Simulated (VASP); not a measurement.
# Al3H (P6/mmm) in VASP: a series of runs

Al3H is run at these levels: PBE; tasks: relaxation of cell and atoms, single point.

All numbers are computed with VASP 6.6.1; they aren't measurements. Logs are shortened: lines on timing, memory, paths and dates and some standing lists are left out, and cuts for length are marked.

### Step 1. The cell of the first run

The structure is hexagonal, space group P6/mmm (No. 191). Conventional cell: a = 4.552 Å, b = 4.552 Å, c = 3.663 Å, α = 90.00°, β = 90.00°, γ = 120.00°. Al (site symmetry mmm) has 4 Al at 2.28 Å and 4 H at 2.92 Å within 3.0 Å. Within 3.8 Å of H (site symmetry 6/mmm) lie 12 Al at 2.92 Å and 2 H at 3.66 Å.

The cell was generated, and may not be a known phase.

### Step 2. Relaxation of cell and atoms, PBE

INCAR reads:

```
SYSTEM = Al3H
PREC = Accurate
ENCUT = 600
EDIFF = 1E-7
ISMEAR = 0
SIGMA = 0.1
LREAL = .False.
LASPH = .True.
NELM = 80
ALGO = Normal
ISIF = 3
LWAVE = .False.
LCHARG = .False.
GGA = PE
IBRION = 2
NSW = 90
EDIFFG = -0.04
```

KPOINTS reads:

```
regular mesh
0
Gamma
  6 6 6
  0 0 0
```

POSCAR reads:

```
Al3H
1.0
    4.5520863200      0.0000000000      0.0000000000
   -2.2760431600      3.9422223900      0.0000000000
    0.0000000000      0.0000000000      3.6630655400
Al H
3 1
Direct
    0.5000000000      0.0000000000      0.5000000000
    0.0000000000      0.5000000000      0.5000000000
    0.5000000000      0.5000000000      0.5000000000
    0.0000000000      0.0000000000      0.0000000000
```

Potentials or basis: VASP PAW PBE potentials, release 64 (Al, H).

The run is started by

```
$ cat potpaw_PBE.64/Al/POTCAR potpaw_PBE.64/H/POTCAR > POTCAR
$ mpirun -np 1 vasp_std > vasp.out
```

OUTCAR:

```text
SYSTEM = Al3H
   PREC = Accurate
   ENCUT = 600
   EDIFF = 1E-7
   ISMEAR = 0
   LREAL = .False.
   LASPH = .True.
   NELM = 80
   ISIF = 3
   GGA = PE
   IBRION = 2
   NSW = 90
   EDIFFG = -0.04

 ion  position               nearest neighbor table
   1  0.500  0.000  0.500-   2 2.28   3 2.28   3 2.28   2 2.28
   2  0.000  0.500  0.500-   1 2.28   1 2.28   3 2.28   3 2.28
   3  0.500  0.500  0.500-   1 2.28   1 2.28   2 2.28   2 2.28
   4  0.000  0.000  0.000-

  LATTYP: Found a hexagonal cell.
 ALAT       =     4.5520863200
 C/A-ratio  =     0.8047003687

  Lattice vectors:

 A1 = (   4.5520863200,   0.0000000000,   0.0000000000)
 A2 = (  -2.2760431600,   3.9422223900,   0.0000000000)
 A3 = (   0.0000000000,   0.0000000000,   3.6630655400)

Analysis of symmetry for initial positions (statically):
=====================================================================
 Subroutine PRICEL returns:
 Original cell was already a primitive cell.

 Routine SETGRP: Setting up the symmetry group for a
 hexagonal supercell.

 Subroutine GETGRP returns: Found 24 space group operations
 (whereof 24 operations were pure point group operations)
 out of a pool of 24 trial point group operations.

The static configuration has the point symmetry D_6h.

Analysis of symmetry for dynamics (positions and initial velocities):
=====================================================================
 Subroutine PRICEL returns:
 Original cell was already a primitive cell.

 Routine SETGRP: Setting up the symmetry group for a
 hexagonal supercell.

 Subroutine GETGRP returns: Found 24 space group operations
 (whereof 24 operations were pure point group operations)
 out of a pool of 24 trial point group operations.

The dynamic configuration has the point symmetry D_6h.

 Subroutine INISYM returns: Found 24 space group operations
 (whereof 24 operations are pure point group operations),
 and found     1 'primitive' translations

----------------------------------------------------------------------------------------

                                     Primitive cell

  volume of cell :      65.7349

  direct lattice vectors                    reciprocal lattice vectors
     4.552086320  0.000000000  0.000000000     0.219679490  0.126832013  0.000000000
    -2.276043160  3.942222390  0.000000000     0.000000000  0.253664025  0.000000000
     0.000000000  0.000000000  3.663065540     0.000000000  0.000000000  0.272995388

  length of vectors
     4.552086320  4.552086317  3.663065540     0.253664025  0.253664025  0.272995388

  position of ions in fractional coordinates (direct lattice)
     0.500000000  0.000000000  0.500000000
     0.000000000  0.500000000  0.500000000
     0.500000000  0.500000000  0.500000000
     0.000000000  0.000000000  0.000000000

  ion indices of the primitive-cell ions
   primitive index   ion index
                 1           1
                 2           2
                 3           3
                 4           4

----------------------------------------------------------------------------------------

 KPOINTS: regular mesh

Automatic generation of k-mesh.
 Grid dimensions read from file:
 generate k-points for:    6    6    6

 Generating k-lattice:

  Cartesian coordinates                     Fractional coordinates (reciprocal lattice)
     0.036613248  0.021138669  0.000000000     0.166666667  0.000000000  0.000000000
     0.000000000  0.042277338  0.000000000     0.000000000  0.166666667  0.000000000
     0.000000000  0.000000000  0.045499231     0.000000000  0.000000000  0.166666667

  Length of vectors
     0.042277338  0.042277338  0.045499231

  Shift w.r.t. Gamma in fractional coordinates (k-lattice)
     0.000000000  0.000000000  0.000000000

 Subroutine IBZKPT returns following result:
 ===========================================

 Found     28 irreducible k-points:

 Following reciprocal coordinates:
            Coordinates               Weight
  0.000000  0.000000  0.000000      1.000000
  0.166667  0.000000  0.000000      6.000000
  0.333333  0.000000  0.000000      6.000000
  0.500000 -0.000000  0.000000      3.000000
  0.166667  0.166667  0.000000      6.000000
  0.333333  0.166667  0.000000     12.000000
[... 16 lines left out ...]
  0.166667  0.000000  0.500000      6.000000
  0.333333  0.000000  0.500000      6.000000
 [... further k-points ...]
   k-points           NKPTS =     28   k-points in BZ     NKDIM =     28   number of bands    NBANDS=      9
   number of dos      NEDOS =    301   number of ions     NIONS =      4
   total plane-waves  NPLWV =  38880
   dimension x,y,z NGX =    36 NGY =   36 NGZ =   30
   dimension x,y,z NGXF=    72 NGYF=   72 NGZF=   60
   ions per type =               3   1
   NGX,Y,Z   is equivalent  to a cutoff of  13.15, 13.15, 13.62 a.u.
   NGXF,Y,Z  is equivalent  to a cutoff of  26.29, 26.29, 27.23 a.u.
 SYSTEM =  Al3H
   PREC   = accura    normal or accurate (medium, high low for compatibility)
   ISTART =      0    job   : 0-new  1-cont  2-samecut
   ICHARG =      2    charge: 1-file 2-atom 10-const
   ISPIN  =      1    spin polarized calculation?
   LNONCOLLINEAR =      F non collinear calculations
   LSORBIT =      F    spin-orbit coupling
   LASPH  =      T    aspherical Exc in radial PAW
   ENCUT  =  600.0 eV  44.10 Ry    6.64 a.u.   9.09  9.09  7.32*2*pi/ulx,y,z
   NELM   =     80;   NELMIN=  2; NELMDL= -5     # of ELM steps
   EDIFF  = 0.1E-06   stopping-criterion for ELM
   LREAL  =      F    real-space projection
   EDIFFG = -.4E-01   stopping-criterion for IOM
   NSW    =     90    number of steps for IOM
   IBRION =      2    ionic relax: 0-MD 1-quasi-New 2-CG
   NFREE  =      1    steps in history (QN), initial steepest desc. (CG)
   ISIF   =      3    stress and relaxation
   ISYM   =      2    0-nonsym 1-usesym 2-fastsym
   POTIM  = 0.5000    time-step for ionic-motion
   TEBEG  =    0.0;   TEEND  =   0.0 temperature during run
   PSTRESS=    0.0 pullay stress
   NELECT =      10.0000    total number of electrons
   NUPDOWN=      -1.0000    fix difference up-down
   EMIN   =  10.00;   EMAX   =-10.00  energy-range for DOS
   EFERMI =   0.00;   METHOD = LEGACY
   ISMEAR =     0;   SIGMA  =   0.10  broadening in eV -4-tet -1-fermi 0-gaus
   EFERMI_NEDOS =   21; number of points for ismear=-14 and -15
   IALGO  =     38    algorithm
   IMIX   =      4    mixing-type and parameters
     AMIX     =   0.40;   BMIX     =  1.00
     AMIX_MAG =   1.60;   BMIX_MAG =  1.00
  volume/ion in A,a.u.               =      16.43       110.90
  Fermi-wavevector in a.u.,A,eV,Ry     =   0.873929  1.651486 10.391471  0.763752
  Thomas-Fermi vector in A             =   1.993388
   LORBIT       =      0    0 simple, 1 ext, 2 COOP (PROOUT), +10 PAW based schemes
   GGA     = PE    functional components
   LHFCALC =     F    Hartree Fock is set to
   AEXX    =    0.0000 exact exchange contribution
   IVDW    =     0    specifies the selected vdW correction
   LEPSILON=     F    determine dielectric tensor
   LRPA    =     F    only Hartree local field effects (RPA)
 conjugate gradient relaxation of ions
 non-spin polarized calculation
 Gauss-broadening in eV      SIGMA  =   0.10
  energy-cutoff  :      600.00
  volume of cell :       65.73
 maximum number of plane-waves:      2226
   NGX = 19   NGY = 19   NGZ = 15

--------------------------------------- Ionic step        1  -------------------------------------------

 number of electron      10.0000000 magnetization

 Free energy of the ion-electron system (eV)
  ---------------------------------------------------
  ext. energy  EPLUGINS =         0.00000000
  ---------------------------------------------------
  free energy    TOTEN  =        -8.61267125 eV

  energy without entropy =       -8.60505746  energy(sigma->0) =       -8.60886436

------------------------ aborting loop because EDIFF is reached ----------------------------------------

  FORCE on cell =-STRESS in cart. coord.  units (eV):
  Direction    XX          YY          ZZ          XY          YZ          ZX
  --------------------------------------------------------------------------------------
  -------------------------------------------------------------------------------------
  Total       15.9454664     15.9454664     -4.2693236      0.0000000     -0.0000000      0.0000000
  in kB      388.6435921    388.6435914   -104.0574929      0.0000000     -0.0000000      0.0000000
  external PRESSURE =     224.4098969 kB  Pullay stress =       0.0000000 kB
[... 95 lines left out ...]
  FREE ENERGIE OF THE ION-ELECTRON SYSTEM (eV)
  ---------------------------------------------------
  free  energy   TOTEN  =       -10.8092551313 eV

  energy  without entropy=      -10.7973132541  energy(sigma->0) =      -10.80328419

 E-fermi :   3.6015     XC(G=0):  -8.6342

 val. band max:        3.5292896803   @ k =   0.1667   0.0000   0.5000
 cond. band min:       3.6128600051   @ k =   0.5000  -0.0000   0.5000
 fundamental gap:      0.0835703248
 Fermi energy:         3.6015029365

 k-point     1 :       0.0000    0.0000    0.0000
  band No.  band energies     occupation
      1      -5.2286      2.00000
      2       0.0802      2.00000
      3       1.3977      2.00000
      4       1.3977      2.00000
      5       1.9002      2.00000
      6       2.5372      2.00000
      7       2.5372      2.00000
      8       7.7145      0.00000
      9       9.1903      0.00000
[... 265 lines left out ...]
 k-point    24 :       0.3333    0.0000    0.5000
  band No.  band energies     occupation
      1      -2.3006      2.00000
      2      -0.1390      2.00000
      3       0.1538      2.00000
      4       2.2209      2.00000
      5       2.8420      2.00000
      6       3.0828      2.00000
      7       3.7611      0.02402
      8       4.7820      0.00000
      9       6.8631      0.00000

 [... further k-points ...]

[... ionic steps 4 to 7 ...]

--------------------------------------- Ionic step        8  -------------------------------------------

 number of electron      10.0000000 magnetization

------------------------ aborting loop because EDIFF is reached ----------------------------------------
[... 71 lines left out ...]
--------------------------------------- Ionic step       10  -------------------------------------------

 number of electron      10.0000000 magnetization

 Free energy of the ion-electron system (eV)
  ---------------------------------------------------
  ext. energy  EPLUGINS =         0.00000000
  ---------------------------------------------------
  free energy    TOTEN  =       -11.64098525 eV

  energy without entropy =      -11.62900967  energy(sigma->0) =      -11.63499746

 E-fermi :   4.8320     XC(G=0):  -9.2579

 val. band max:        4.8072864972   @ k =   0.1667   0.0000   0.3333
 cond. band min:       4.8503073349   @ k =   0.1667   0.1667   0.3333
 fundamental gap:      0.0430208377
 Fermi energy:         4.8320045051

 k-point     1 :       0.0000    0.0000    0.0000
  band No.  band energies     occupation
      1      -4.7938      2.00000
      2       0.6518      2.00000
      3       1.3737      2.00000
      4       1.3737      2.00000
      5       2.4661      2.00000
      6       3.0104      2.00000
      7       3.0104      2.00000
      8      12.4815      0.00000
      9      14.8639      0.00000
[... 265 lines left out ...]
 k-point    24 :       0.3333    0.0000    0.5000
  band No.  band energies     occupation
      1       0.6795      2.00000
      2       1.1656      2.00000
      3       2.7449      2.00000
      4       3.1995      2.00000
      5       4.8981      0.34959
      6       5.2270      0.00000
      7       5.7273      0.00000
      8       5.7418      0.00000
      9       9.5080      0.00000

 [... further k-points ...]
[... 5 lines left out ...]
  --------------------------------------------------------------------------------------
  -------------------------------------------------------------------------------------
  Total        0.0621872      0.0621872      0.0090669     -0.0000000      0.0000000      0.0000000
  in kB        1.4777319      1.4777319      0.2154534     -0.0000000      0.0000000      0.0000000
  external PRESSURE =       1.0569724 kB  Pullay stress =       0.0000000 kB
[... 19 lines left out ...]
  FREE ENERGIE OF THE ION-ELECTRON SYSTEM (eV)
  ---------------------------------------------------
  free  energy   TOTEN  =       -11.6409852483 eV

  energy  without entropy=      -11.6290096656  energy(sigma->0) =      -11.63499746

 reached required accuracy - stopping structural energy minimisation
```

It took 57 s on 1 thread of Intel Xeon 6975P-C (Granite Rapids), shared host; peak memory 0.19 GiB.

What came out:

```
Free energy                           : -11.6410 eV
Relaxed volume                        : 16.86 Å³/atom
Relaxed cell                          : a = 5.412 Å, b = 5.412 Å, c = 2.659 Å, α = 90.00°, β = 90.00°, γ = 120.00°
Space group after relaxing (to 0.1 Å) : P6/mmm (No. 191)
Energy gained by relaxing             : 757.1 meV/atom
Ionic steps                           : 10
Pressure after relaxing               : 0.1 GPa
Band gap on the k mesh                : zero (bands 5 and 6 overlap by 2.92 eV)
```

The path:
```tsv
step	energy change (eV)	largest force (eV/Å)	pressure (GPa)	volume (Å³)
1	0.0000	0.0000	22.44	65.73
2	-2.1873	0.0000	-5.27	88.64
3	-2.1966	0.0000	-3.79	85.12
4	-2.2005	0.0000	-4.20	85.98
5	-2.5346	0.0000	-4.24	80.67
6	-2.9916	0.0000	3.04	64.47
7	-3.0019	0.0000	-1.47	69.33
8	-3.0048	0.0000	-1.04	68.73
9	-3.0247	0.0000	0.71	66.60
10	-3.0283	0.0000	0.11	67.42
```

Final structure:
```
Al H
1.0
     5.41152    0.00000    0.00000
    -2.70576    4.68651    0.00000
     0.00000    0.00000    2.65856
Al H
3 1
Direct
  0.50000 0.00000 0.50000
  0.00000 0.50000 0.50000
  0.50000 0.50000 0.50000
  0.00000 0.00000 0.00000
```

Levels at points of the mesh, in eV from the Fermi level:
| k point | band 1 | band 2 | band 3 | band 4 | band 5 | band 6 | band 7 | band 8 | band 9 |
| --- | --- | --- | --- | --- | --- | --- | --- | --- | --- |
| (0.00, 0.00, 0.00) | -9.63 | -4.18 | -3.46 | -3.46 | -2.37 | -1.82 | -1.82 | 7.65 | 10.03 |
| (0.50, 0.00, 0.00) | -8.42 | -7.59 | -4.40 | -4.30 | 0.71 | 1.80 | 1.84 | 2.57 | 4.19 |
| (0.00, 0.00, 0.50) | -4.77 | -4.33 | -0.53 | 0.54 | 0.80 | 2.20 | 2.20 | 2.30 | 2.30 |
| (0.50, 0.00, 0.50) | -3.70 | -3.02 | -2.77 | -2.59 | -0.06 | 0.29 | 0.72 | 0.74 | 5.49 |

Caveat: a cell axis changed by over 15 % at a fixed basis, so the end point is rough.

### Step 3. Single point, PBE

This run uses another cell than the first one, of 16.82 Å³/atom.

INCAR reads:

```
PREC = Accurate
ENCUT = 520
EDIFF = 1E-6
ISMEAR = 0
SIGMA = 0.1
LREAL = False
LASPH = True
NELM = 80
ALGO = Normal
ISIF = 2
LWAVE = False
LCHARG = False
GGA = PE
NBANDS = 13
```

KPOINTS reads:

```
Automatic mesh
0
Gamma
  12 12 16
```

POSCAR reads:

```
Al3H
1.0
    5.3825838953      0.0000000000      0.0000000000
   -2.6912919476      4.6614543913      0.0000000000
    0.0000000000      0.0000000000      2.6808415653
Al H
3 1
Direct
    0.5000000000      0.0000000000      0.5000000000
    0.0000000000      0.5000000000      0.5000000000
    0.5000000000      0.5000000000      0.5000000000
    0.0000000000      0.0000000000      0.0000000000
```

Potentials or basis: VASP PAW PBE potentials, release 64 (Al, H).

The run is started by

```
$ cat potpaw_PBE.64/Al/POTCAR potpaw_PBE.64/H/POTCAR > POTCAR
$ mpirun -np 1 vasp_std > vasp.out
```

It took 38 s on 1 thread of Intel Xeon 6975P-C (Granite Rapids), shared host; peak memory 0.26 GiB.

The run converged. Its results:

| Item | Value |
| --- | --- |
| Free energy | -11.7518 eV |
| Pressure | 0.0 GPa |
| Band gap on the k mesh | zero (bands 5 and 6 overlap by 3.32 eV) |

Levels at points of the mesh, in eV from the Fermi level:
| k point | band 3 | band 4 | band 5 | band 6 | band 7 | band 8 |
| --- | --- | --- | --- | --- | --- | --- |
| (0.00, 0.00, 0.00) | -3.46 | -3.46 | -2.48 | -1.90 | -1.90 | 7.59 |
| (0.50, 0.00, 0.00) | -4.44 | -4.42 | 0.68 | 1.77 | 1.80 | 2.59 |
| (0.00, 0.00, 0.50) | -0.75 | 0.38 | 0.77 | 0.77 | 2.01 | 2.01 |
| (0.50, 0.00, 0.50) | -3.01 | -2.74 | -0.20 | 0.24 | 0.52 | 0.53 |

(Part 1 of 2 ends here.)

The gap in the log of VASP goes by the Fermi energy; the results here count the filled bands.